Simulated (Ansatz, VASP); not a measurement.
Tc in VASP and in Ansatz

File INCAR:

```
SYSTEM = Tc
ALGO = Normal
EDIFF = 1E-6
ENCUT = 520
GGA = PS
ISIF = 2
ISMEAR = -1
LASPH = .TRUE.
LCHARG = .FALSE.
LREAL = .FALSE.
LWAVE = .FALSE.
NBANDS = 20
NELM = 60
PREC = Accurate
SIGMA = 0.05
```

Contents of KPOINTS:

```
k-points
0
G
  11 11 6
  0 0 0
```

POSCAR

```
Tc
1.0
    2.7581462242      0.0000000000      0.0000000000
   -1.3790731121      2.3886246975      0.0000000000
    0.0000000000      0.0000000000      4.4271266766
Tc
2
Direct
    0.6666666667      0.3333333333      0.7500000000
    0.3333333333      0.6666666667      0.2500000000
```

The input input.yaml:

```yaml
crystal:
  lattice:
    - [2.7581462242, 0.0, 0.0]
    - [-1.3790731121, 2.3886246975, 0.0]
    - [0.0, 0.0, 4.4271266766]
  atoms:
    - { symbol: Tc, position: [0.6666666667, 0.3333333333, 0.75] }
    - { symbol: Tc, position: [0.3333333333, 0.6666666667, 0.25] }
hamiltonian:
  xc: pbesol
  pseudopotentials: { kind: paw }
kpoints:
  mp_grid: { grid: [11, 11, 6] }
scf:
  occupations: { method: fermi_dirac, width: 0.05 }
output:
  forces: true
  stress: true
  eigenvalues: true
  write_density: true
  write_potential: true
  elf: true
  volumetric_format: npy
```

Alike in both runs: task single point; functional PBEsol; k mesh 11 × 11 × 6; occupations fermi-dirac, width 0.05 eV; no spin polarisation.

|  | VASP | Ansatz |
| --- | --- | --- |
| version | VASP 6.6.1 | Ansatz 0.2.0 |
| potentials or method | VASP PAW PBE potentials, release 64 (Tc_pv) | Ansatz PAW earlier set |
| plane-wave cutoff (eV) | 520 | 500 |
| valence electrons in the cell | 26 | 30 |

Ansatz gave:

```
gap on the k mesh at the Fermi level (eV)                     : none
pressure (GPa)                                                : -12.2
traceless stress, the component that is largest in VASP (GPa) : -0.11
```

**Question.** Which values does VASP return?

**Answer.** gap on the k mesh at the Fermi level (eV): none; pressure (GPa): -12.8; traceless stress, the component that is largest in VASP (GPa): -0.13.

VASP's potentials were made for PBE, not for PBEsol. A gap of «none» marks a metal or a gap that the smearing closes. VASP's potentials hold 26 valence electrons a cell and Ansatz's 30, so a difference there can come from the potentials and not from the codes.
